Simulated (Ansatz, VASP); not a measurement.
One calculation of C, two programs

Contents of INCAR:

```
  ALGO = Normal
  EDIFF = 1E-7
  ENCUT = 520
  GGA = PS
  ISIF = 2
  ISMEAR = 0
  IVDW = 12
  LASPH = True
  LCHARG = False
  LREAL = False
  LWAVE = False
  NBANDS = 11
  NELM = 60
  PREC = Accurate
  SIGMA = 0.05
```

The input KPOINTS:

```
k-points
0
Gamma
  15 15 15
```

Contents of POSCAR:

```
C
1.0
    1.2290461105      0.7095901028      3.2829684898
   -1.2290461105      0.7095901028      3.2829684898
    0.0000000000     -1.4191802055      3.2829684898
C
2
Direct
    0.1695516014      0.1695516014      0.1413663154
    0.8304483986      0.8304483986      0.8586336846
```

Input for Ansatz:

```yaml
crystal:
  lattice:
    - [1.2290461105, 0.7095901028, 3.2829684898]
    - [-1.2290461105, 0.7095901028, 3.2829684898]
    - [0.0, -1.4191802055, 3.2829684898]
  atoms:
    - { symbol: C, position: [0.1695516014, 0.1695516014, 0.1413663154] }
    - { symbol: C, position: [0.8304483986, 0.8304483986, 0.8586336846] }
basis:
  ecutwfc: 520.0
kpoints:
  mp_grid: { grid: [15, 15, 15] }
hamiltonian:
  xc: pbesol
  pseudopotentials: { kind: paw, azcp: { folder: soft_1 } }
  dispersion: d3bj
scf:
  occupations: { method: gaussian, width: 0.05 }
output:
  forces: true
  stress: true
  eigenvalues: true
```

Change from the starting cell: mode 4 frozen in at -0.063 Å and mode 6 at +0.040 Å (largest displacements).

Alike in both runs: task single point; functional PBEsol; dispersion D3(BJ); k mesh 15 × 15 × 15; occupations gaussian, width 0.05 eV; no spin polarisation.

|  | VASP | Ansatz |
| --- | --- | --- |
| version | VASP 6.6.1 | Ansatz 0.2.0 |
| potentials or method | VASP PAW PBE potentials, release 64 (C), cutoff 520 eV | scalar-relativistic, plane waves, PAW |
| valence electrons in the cell | 8 | 8 |

VASP gave:

```
gap on the k mesh at the Fermi level (eV)                     : 0.16
least direct gap on the mesh (eV)                             : 0.22
pressure (GPa)                                                : 2.3
traceless stress, the component that is largest in VASP (GPa) : 10.99
rms of the force components (eV/Å)                            : 2.508
```

Q: What did Ansatz give for the same quantities?

A: gap on the k mesh at the Fermi level (eV): 0.16; least direct gap on the mesh (eV): 0.22; pressure (GPa): 1.6; traceless stress, the component that is largest in VASP (GPa): 10.39; rms of the force components (eV/Å): 2.505.

VASP's potentials were made for PBE, not for PBEsol, and Ansatz warns of the same on its side. Atom by atom the forces differ by 0.010 eV/Å (rms over components).
